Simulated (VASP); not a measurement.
A run of VASP 6.6.1:

INCAR

```
SYSTEM = In3As
PREC     = Accurate       ! precision mode
ENCUT    = 520            ! plane-wave cutoff, eV
EDIFF    = 1E-6           ! SCF threshold, eV
ISMEAR   = -1             ! smearing method
SIGMA    = 0.05           ! smearing width, eV
LREAL    = .False.        ! projectors in reciprocal space
LASPH    = .True.         ! aspherical terms in the spheres
NELM     = 100            ! most SCF steps
ALGO     = Fast           ! electronic algorithm
ISIF     = 2              ! what is computed and relaxed
LWAVE    = .False.        ! write WAVECAR
LCHARG   = .False.        ! write CHGCAR
GGA      = PS             ! functional
NBANDS   = 30             ! bands
```

KPOINTS

```
regular mesh
0
Gamma
  6 6 6
  0 0 0
```

POSCAR

```
In3As
1.0
    4.6716810000      0.0000000000      0.0000000000
    0.0000000000      4.6716810000      0.0000000000
    0.0000000000      0.0000000000      4.6716810000
In As
3 1
Direct
    0.5028690000      0.4979900000     -0.0089040000
    0.4937360000     -0.0117320000      0.4955530000
   -0.0097910000      0.4974800000      0.5102530000
   -0.0010710000      0.0083410000     -0.0029350000
```

Potentials or basis: VASP PAW PBE potentials, release 64 (In_d, As).

Run with:

```bash
$ cat potpaw_PBE.64/In_d/POTCAR potpaw_PBE.64/As/POTCAR > POTCAR
$ mpirun -np 1 vasp_std > vasp.out
```

Hardware: 1 thread of Intel(R) Xeon(R) 6975P-C (Granite Rapids) (shared host).

Task: How long does it take, and how much memory?

Result: Wall time 2.5 min on 1 thread of Intel(R) Xeon(R) 6975P-C (Granite Rapids), on a shared host, peak memory 0.41 GiB. Counts: scf iterations 15, k points 112.
